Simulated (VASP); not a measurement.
A run of VASP 6.6.1:

INCAR

```
PREC = Accurate
ENCUT = 600
EDIFF = 1E-6
ISMEAR = 0
SIGMA = 0.1
LREAL = F
LASPH = T
NELM = 100
ALGO = Fast
ISIF = 3
LWAVE = F
LCHARG = F
GGA = PS
IBRION = 2
NSW = 80
EDIFFG = -0.05
```

The input KPOINTS:

```
regular mesh
0
Gamma
  12 12 6
```

POSCAR

```
Zn
1.0
    2.3913135891      0.0000000000      0.0000000000
   -1.1956567945      2.0709383166      0.0000000000
    0.0000000000      0.0000000000      3.9053927956
Zn
2
Direct
    0.3333333333      0.6666666667      0.2500000000
    0.6666666667      0.3333333333      0.7500000000
```

Potentials or basis: VASP PAW PBE potentials, release 64 (Zn).

The run is started by

```console
$ cat potpaw_PBE.64/Zn/POTCAR > POTCAR
$ mpirun -np 1 vasp_std > vasp.out
```

Hardware: 1 thread of AMD EPYC 9R45 96-Core Processor (Zen 5), with other jobs on the host.

Task: How long does it take, and how much memory?

Result: Run time: 90 s on 1 thread of AMD EPYC 9R45 96-Core Processor (Zen 5), on a shared host, peak memory 0.12 GiB. Counts: scf iterations 85, k points 76, ion steps 8.
